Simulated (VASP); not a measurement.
Wanted: the native input for a VASP 6.6.1 run.

- Task: single point
- Functional: PBE
- Potentials or basis: VASP PAW PBE potentials, release 64 (Mn_pv)
- Cutoff: 520 eV
- k mesh: 18 × 18 × 10
- Occupations: gaussian, width 0.1 eV
- Spin: no spin polarisation
- Dipole correction: no
- Further INCAR settings: ALGO = Normal; EDIFF = 1e-07; NBANDS = 20

The structure of Mn lies in POSCAR:

```
Mn
1.0
    2.4813013747      0.0000000000      0.0000000000
   -1.2406506873      2.1488700249      0.0000000000
    0.0000000000      0.0000000000      4.0160528490
Mn
2
Direct
    0.3333333333      0.6666666667      0.2500000000
    0.6666666667      0.3333333333      0.7500000000
```

This isn't the form of Mn at room conditions, which is a 58-atom cubic cell.

One way to write it, as run:

INCAR

```
SYSTEM = Mn
ALGO     = Normal         ! electronic algorithm
EDIFF    = 1E-7           ! SCF threshold, eV
ENCUT    = 520            ! plane-wave cutoff, eV
GGA      = PE             ! functional
ISIF     = 2              ! what is computed and relaxed
ISMEAR   = 0              ! smearing method
LASPH    = .TRUE.         ! aspherical terms in the spheres
LCHARG   = .FALSE.        ! write CHGCAR
LREAL    = .FALSE.        ! projectors in reciprocal space
LWAVE    = .FALSE.        ! write WAVECAR
NBANDS   = 20             ! bands
NELM     = 80             ! most SCF steps
PREC     = Accurate       ! precision mode
SIGMA    = 0.1            ! smearing width, eV
```

KPOINTS

```
k-points
0
G
  18 18 10
  0 0 0
```

Potentials or basis: VASP PAW PBE potentials, release 64 (Mn_pv).

Command:

```bash
$ cat potpaw_PBE.64/Mn_pv/POTCAR > POTCAR
$ mpirun -np 1 vasp_std > vasp.out
```

Results of the run:

- Pressure: -0.1 GPa
- Band gap on the k mesh: zero (bands 13 and 14 overlap by 2.17 eV)

Caveat: the run has no spin polarisation, though such a crystal can be magnetic.

Run time: 110 s on 1 thread of Intel Xeon 8259CL, on a shared host, peak memory 0.19 GiB.
